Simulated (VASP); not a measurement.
# Pt (Im-3m) in VASP: a series of runs, part 2 of 2

VASP 6.6.1. The steps go on from the part before.

## 4. Relaxation of cell and atoms, PBE+D4

INCAR reads:

```
PREC = Accurate
ENCUT = 600
EDIFF = 1E-6
ISMEAR = -1
SIGMA = 0.05
LREAL = False
LASPH = True
NELM = 60
ALGO = Normal
ISIF = 3
LWAVE = False
LCHARG = False
GGA = PE
IVDW = 13
IBRION = 2
NSW = 60
EDIFFG = -0.01
```

KPOINTS reads:

```
regular mesh
0
Gamma
  12 12 12
```

POSCAR reads:

```
Pt
1.0
   -1.5842200000      1.5842200000      1.5842200000
    1.5842200000     -1.5842200000      1.5842200000
    1.5842200000      1.5842200000     -1.5842200000
Pt
1
Direct
    0.0000000000      0.0000000000      0.0000000000
```

Potentials or basis: VASP PAW PBE potentials, release 64 (Pt).

Launch:

```bash
$ cat potpaw_PBE.64/Pt/POTCAR > POTCAR
$ mpirun -np 1 vasp_std > vasp.out
```

OUTCAR:

```text
PREC = Accurate
   ENCUT = 600
   EDIFF = 1E-6
   ISMEAR = -1
   LREAL = False
   LASPH = True
   NELM = 60
   ISIF = 3
   GGA = PE
   IVDW = 13
   IBRION = 2
   NSW = 60
   EDIFFG = -0.01

 ion  position               nearest neighbor table
   1  0.000  0.000  0.000-

  LATTYP: Found a body centered cubic cell.
 ALAT       =     3.1684400000

  Lattice vectors:

 A1 = (  -1.5842200000,   1.5842200000,   1.5842200000)
 A2 = (   1.5842200000,  -1.5842200000,   1.5842200000)
 A3 = (   1.5842200000,   1.5842200000,  -1.5842200000)

Analysis of symmetry for initial positions (statically):
=====================================================================
 Subroutine PRICEL returns:
 Original cell was already a primitive cell.

 Routine SETGRP: Setting up the symmetry group for a
 body centered cubic supercell.

 Subroutine GETGRP returns: Found 48 space group operations
[... 9 lines left out ...]

 Routine SETGRP: Setting up the symmetry group for a
 body centered cubic supercell.

 Subroutine GETGRP returns: Found 48 space group operations
[... 11 lines left out ...]
                                     Primitive cell

  volume of cell :      15.9040

  direct lattice vectors                    reciprocal lattice vectors
    -1.584220000  1.584220000  1.584220000     0.000000000  0.315612731  0.315612731
     1.584220000 -1.584220000  1.584220000     0.315612731  0.000000000  0.315612731
     1.584220000  1.584220000 -1.584220000     0.315612731  0.315612731  0.000000000

  length of vectors
     2.743949530  2.743949530  2.743949530     0.446343804  0.446343804  0.446343804

  position of ions in fractional coordinates (direct lattice)
     0.000000000  0.000000000  0.000000000

  ion indices of the primitive-cell ions
   primitive index   ion index
                 1           1

----------------------------------------------------------------------------------------

 KPOINTS: regular mesh

Automatic generation of k-mesh.
 Grid dimensions read from file:
 generate k-points for:   12   12   12

 Generating k-lattice:

  Cartesian coordinates                     Fractional coordinates (reciprocal lattice)
     0.000000000  0.026301061  0.026301061     0.083333333  0.000000000  0.000000000
     0.026301061  0.000000000  0.026301061     0.000000000  0.083333333  0.000000000
     0.026301061  0.026301061  0.000000000     0.000000000  0.000000000  0.083333333

  Length of vectors
     0.037195317  0.037195317  0.037195317

  Shift w.r.t. Gamma in fractional coordinates (k-lattice)
     0.000000000  0.000000000  0.000000000

 Subroutine IBZKPT returns following result:
 ===========================================

 Found     72 irreducible k-points:

 Following reciprocal coordinates:
            Coordinates               Weight
  0.000000  0.000000  0.000000      1.000000
  0.083333  0.000000  0.000000     12.000000
  0.166667  0.000000  0.000000     12.000000
  0.250000  0.000000  0.000000     12.000000
  0.333333  0.000000  0.000000     12.000000
  0.416667  0.000000  0.000000     12.000000
[... 16 lines left out ...]
  0.333333  0.083333  0.083333     24.000000
  0.416667  0.083333  0.083333     12.000000
 [... further k-points ...]
   k-points           NKPTS =     72   k-points in BZ     NKDIM =     72   number of bands    NBANDS=      9
   number of dos      NEDOS =    301   number of ions     NIONS =      1
   total plane-waves  NPLWV =  13824
   dimension x,y,z NGX =    24 NGY =   24 NGZ =   24
   dimension x,y,z NGXF=    48 NGYF=   48 NGZF=   48
   ions per type =               1
   NGX,Y,Z   is equivalent  to a cutoff of  14.54, 14.54, 14.54 a.u.
   NGXF,Y,Z  is equivalent  to a cutoff of  29.08, 29.08, 29.08 a.u.
 SYSTEM =  unknown system
   PREC   = accura    normal or accurate (medium, high low for compatibility)
   ISTART =      0    job   : 0-new  1-cont  2-samecut
   ICHARG =      2    charge: 1-file 2-atom 10-const
   ISPIN  =      1    spin polarized calculation?
   LNONCOLLINEAR =      F non collinear calculations
   LSORBIT =      F    spin-orbit coupling
   LASPH  =      T    aspherical Exc in radial PAW
   ENCUT  =  600.0 eV  44.10 Ry    6.64 a.u.   5.48  5.48  5.48*2*pi/ulx,y,z
   NELM   =     60;   NELMIN=  2; NELMDL= -5     # of ELM steps
   EDIFF  = 0.1E-05   stopping-criterion for ELM
   LREAL  =      F    real-space projection
   EDIFFG = -.1E-01   stopping-criterion for IOM
   NSW    =     60    number of steps for IOM
   IBRION =      2    ionic relax: 0-MD 1-quasi-New 2-CG
   NFREE  =      1    steps in history (QN), initial steepest desc. (CG)
   ISIF   =      3    stress and relaxation
   ISYM   =      2    0-nonsym 1-usesym 2-fastsym
   POTIM  = 0.5000    time-step for ionic-motion
   TEBEG  =    0.0;   TEEND  =   0.0 temperature during run
   PSTRESS=    0.0 pullay stress
   NELECT =      10.0000    total number of electrons
   NUPDOWN=      -1.0000    fix difference up-down
   EMIN   =  10.00;   EMAX   =-10.00  energy-range for DOS
   EFERMI =   0.00;   METHOD = LEGACY
   ISMEAR =    -1;   SIGMA  =   0.05  broadening in eV -4-tet -1-fermi 0-gaus
   EFERMI_NEDOS =   21; number of points for ismear=-14 and -15
   IALGO  =     38    algorithm
   IMIX   =      4    mixing-type and parameters
     AMIX     =   0.40;   BMIX     =  1.00
     AMIX_MAG =   1.60;   BMIX_MAG =  1.00
  volume/ion in A,a.u.               =      15.90       107.33
  Fermi-wavevector in a.u.,A,eV,Ry     =   1.402510  2.650360 26.763132  1.967035
  Thomas-Fermi vector in A             =   2.525265
   LORBIT       =      0    0 simple, 1 ext, 2 COOP (PROOUT), +10 PAW based schemes
   GGA     = PE    functional components
   LHFCALC =     F    Hartree Fock is set to
   AEXX    =    0.0000 exact exchange contribution
   IVDW    =    13    specifies the selected vdW correction
   LEPSILON=     F    determine dielectric tensor
   LRPA    =     F    only Hartree local field effects (RPA)
 conjugate gradient relaxation of ions
 non-spin polarized calculation
  energy-cutoff  :      600.00
  volume of cell :       15.90
 maximum number of plane-waves:       555
 NGX is ok and might be reduce to    24
   NGX = 11   NGY = 11   NGZ = 11

--------------------------------------- Ionic step        1  -------------------------------------------

 number of electron      10.0000000 magnetization

 number of electron       9.9999999 magnetization

 Free energy of the ion-electron system (eV)
  ---------------------------------------------------
  ext. energy  EPLUGINS =         0.00000000
  ---------------------------------------------------
  free energy    TOTEN  =        -6.01931061 eV

  energy without entropy =       -6.01304602  energy(sigma->0) =       -6.01617831

------------------------ aborting loop because EDIFF is reached ----------------------------------------

  DFT-D4 for vdW energy calculation

  Edisp (eV):   -0.73410

  FORCE on cell =-STRESS in cart. coord.  units (eV):
  Direction    XX          YY          ZZ          XY          YZ          ZX
  --------------------------------------------------------------------------------------
  -------------------------------------------------------------------------------------
  Total      -0.84999    -0.84999    -0.84999     0.00000     0.00000     0.00000
  in kB     -85.62851   -85.62851   -85.62851     0.00000     0.00000     0.00000
  external pressure =      -85.63 kB  Pullay stress =        0.00 kB
[... 98 lines left out ...]
  energy  without entropy=       -6.7629681477  energy(sigma->0) =       -6.76584927

--------------------------------------- Ionic step        4  -------------------------------------------

 number of electron      10.0000001 magnetization

 Free energy of the ion-electron system (eV)
  ---------------------------------------------------
  ext. energy  EPLUGINS =         0.00000000
  ---------------------------------------------------
  free energy    TOTEN  =        -6.01031382 eV

  energy without entropy =       -6.00456584  energy(sigma->0) =       -6.00743983

 E-fermi :  10.6389     XC(G=0): -13.3745

 val. band max:       10.5911106622   @ k =   0.5000   0.5000   0.4167
 cond. band min:      10.6830240606   @ k =  -0.4167  -0.4167   0.1667
 fundamental gap:      0.0919133984
 Fermi energy:        10.6388647062

 k-point     1 :       0.0000    0.0000    0.0000
  band No.  band energies     occupation
      1       0.9214      2.00000
      2       7.0819      2.00000
      3       7.0819      2.00000
      4       7.0819      2.00000
      5       9.6705      2.00000
      6       9.6705      2.00000
      7      27.8053      0.00000
      8      27.8053      0.00000
      9      27.8053      0.00000
[... 265 lines left out ...]
 k-point    24 :       0.4167    0.0833    0.0833
  band No.  band energies     occupation
      1       4.3695      2.00000
      2       5.5957      2.00000
      3       9.0209      2.00000
      4       9.6303      2.00000
      5      10.0322      1.99999
      6      14.1679      0.00000
      7      16.8794      0.00000
      8      23.9450      0.00000
      9      24.9008      0.00000

 [... further k-points ...]

------------------------ aborting loop because EDIFF is reached ----------------------------------------

  DFT-D4 for vdW energy calculation

  Edisp (eV):   -0.75845

  FORCE on cell =-STRESS in cart. coord.  units (eV):
  Direction    XX          YY          ZZ          XY          YZ          ZX
  --------------------------------------------------------------------------------------
  -------------------------------------------------------------------------------------
  Total      -0.00506    -0.00506    -0.00506    -0.00000    -0.00000     0.00000
  in kB      -0.52823    -0.52823    -0.52823    -0.00000    -0.00000     0.00000
  external pressure =       -0.53 kB  Pullay stress =        0.00 kB
[... 16 lines left out ...]
  FREE ENERGIE OF THE ION-ELECTRON SYSTEM (eV)
  ---------------------------------------------------
  free  energy   TOTEN  =        -6.7687631377 eV

  energy  without entropy=       -6.7630151544  energy(sigma->0) =       -6.76588915

 reached required accuracy - stopping structural energy minimisation
```

CONTCAR:

```text
Pt
   1.00000000000000
    -1.5657302140064724    1.5657302140064724    1.5657302140064724
     1.5657302140064724   -1.5657302140064724    1.5657302140064724
     1.5657302140064724    1.5657302140064724   -1.5657302140064724
  Pt
     1
Direct
     0.0000000000000000    0.0000000000000000    0.0000000000000000

  0.00000000E+00  0.00000000E+00  0.00000000E+00
```

Run time: 19 s. Hardware: 1 thread of Intel Xeon Platinum 8488C (Sapphire Rapids), shared host; peak memory 0.16 GiB.

What came out:

```yaml
Free_energy: -6.7688 eV
Relaxed_volume: 15.35 Å³/atom
Relaxed_cell: a = 2.712 Å, b = 2.712 Å, c = 2.712 Å, α = 109.47°, β = 109.47°, γ = 109.47°
Space_group_after_relaxing_to_0.05_Å: Im-3m (No. 229)
Energy_gained_by_relaxing: 15.4 meV/atom
Ionic_steps: 4
Pressure_after_relaxing: -0.1 GPa
Band_gap_on_the_k_mesh: zero (band 5 reaches 11.79 eV, above the bottom of band 6 at 9.51 eV)
Dispersion_energy_per_atom: -0.758 eV
```

The path:
| step | energy change (eV) | largest force (eV/Å) | pressure (GPa) | volume (Å³) |
| --- | --- | --- | --- | --- |
| 1 | 0.0000 | 0.0000 | -8.56 | 15.90 |
| 2 | 0.0994 | 0.0000 | 30.51 | 14.03 |
| 3 | -0.0153 | 0.0000 | -0.32 | 15.37 |
| 4 | -0.0154 | 0.0000 | -0.05 | 15.35 |

Final structure:
```
Pt
1.0
    -1.56573    1.56573    1.56573
     1.56573   -1.56573    1.56573
     1.56573    1.56573   -1.56573
Pt
1
Direct
  0.00000 0.00000 0.00000
```

Levels at points of the mesh, in eV from the Fermi level:
```tsv
k point	band 2	band 3	band 4	band 5	band 6	band 7	band 8	band 9
(0.00, 0.00, 0.00)	-3.56	-3.56	-3.56	-0.97	-0.97	17.17	17.17	17.17
(0.50, 0.00, 0.00)	-5.05	-1.15	-0.62	0.25	1.19	6.62	13.35	16.18
(0.50, 0.50, 0.50)	-6.28	0.64	0.64	0.64	7.81	7.81	7.81	13.29
```

Caveat: spin-orbit coupling is left out, which moves the levels of the heavy elements; pairwise dispersion overbinds metals, which lowers pressure and volume.

## 5. Relaxation of cell and atoms, PBEsol+D3(BJ)

INCAR reads:

```
SYSTEM = Pt
PREC = Accurate
ENCUT = 600
EDIFF = 1E-6
ISMEAR = -1
SIGMA = 0.05
LREAL = .FALSE.
LASPH = .TRUE.
NELM = 60
ALGO = Normal
ISIF = 3
LWAVE = .FALSE.
LCHARG = .FALSE.
GGA = PS
IVDW = 12
IBRION = 2
NSW = 60
EDIFFG = -0.01
```

KPOINTS reads:

```
regular mesh
0
G
  12 12 12
  0 0 0
```

POSCAR is that of step 4.

Launch:

```bash
$ cat potpaw_PBE.64/Pt/POTCAR > POTCAR
$ mpirun -np 1 vasp_std > vasp.out
```

It took 20 s on 1 thread of Intel Xeon Platinum 8488C (Sapphire Rapids), shared host; peak memory 0.17 GiB.

Results (log left out):

| Item | Value |
| --- | --- |
| Free energy | -7.6247 eV |
| Relaxed volume | 14.76 Å³/atom |
| Relaxed cell | a = 2.677 Å, b = 2.677 Å, c = 2.677 Å, α = 109.47°, β = 109.47°, γ = 109.47° |
| Space group after relaxing (to 0.05 Å) | Im-3m (No. 229) |
| Energy gained by relaxing | 72.2 meV/atom |
| Ionic steps | 5 |
| Pressure after relaxing | 0.0 GPa |
| Band gap on the k mesh | zero (band 5 reaches 12.44 eV, above the bottom of band 6 at 10.00 eV) |
| Dispersion energy per atom | -0.766 eV |

The path:
```csv
step,energy change (eV),largest force (eV/Å),pressure (GPa),volume (Å³)
1,0.0000,0.0000,-18.73,15.90
2,0.6892,0.0000,109.26,12.00
3,-0.0717,0.0000,-1.71,14.85
4,-0.0721,0.0000,-0.54,14.79
5,-0.0722,0.0000,0.01,14.76
```

Final structure:
```
CELL_PARAMETERS angstrom
-1.54536 1.54536 1.54536
1.54536 -1.54536 1.54536
1.54536 1.54536 -1.54536
ATOMIC_POSITIONS crystal
Pt 0.00000 0.00000 0.00000
```

Levels at points of the mesh, in eV from the Fermi level:
| k point | band 2 | band 3 | band 4 | band 5 | band 6 | band 7 | band 8 | band 9 |
| --- | --- | --- | --- | --- | --- | --- | --- | --- |
| (0.00, 0.00, 0.00) | -3.79 | -3.79 | -3.79 | -1.01 | -1.01 | 17.13 | 17.13 | 17.13 |
| (0.50, 0.00, 0.00) | -5.38 | -1.20 | -0.63 | 0.07 | 1.30 | 6.96 | 13.31 | 16.48 |
| (0.50, 0.50, 0.50) | -6.70 | 0.70 | 0.70 | 0.70 | 7.85 | 7.85 | 7.85 | 13.82 |

Caveat: the PAW data sets were made with another functional, which shifts forces and pressure a little; spin-orbit coupling is left out, which moves the levels of the heavy elements; pairwise dispersion overbinds metals, which lowers pressure and volume.

## 6. The runs side by side

| task | level | cell | cutoff (eV) | smearing | gap on the mesh (eV) | pressure (GPa) | relaxed volume (Å³/atom) |
| --- | --- | --- | --- | --- | --- | --- | --- |
| single point | PBE | as given | 520 | gaussian 0.022 eV | none | -1.9 | - |
| relaxation of cell and atoms | PBE+D3(BJ) | relaxed | 600 | fermi-dirac 0.05 eV | none | 0.0 | 15.29 |
| relaxation of cell and atoms | PBE+D4 | relaxed | 600 | fermi-dirac 0.05 eV | none | -0.1 | 15.35 |
| relaxation of cell and atoms | PBEsol+D3(BJ) | relaxed | 600 | fermi-dirac 0.05 eV | none | 0.0 | 14.76 |

Alike in all rows: potentials or basis VASP PAW PBE potentials, release 64 (Pt); no spin polarisation; k mesh 12 × 12 × 12.

Caveats: spin-orbit coupling is left out, which moves the levels of the heavy elements; pairwise dispersion overbinds metals, which lowers pressure and volume (some runs); the PAW data sets were made with another functional, which shifts forces and pressure a little (some runs).

Absolute energies hang on the potentials; compare differences alone.
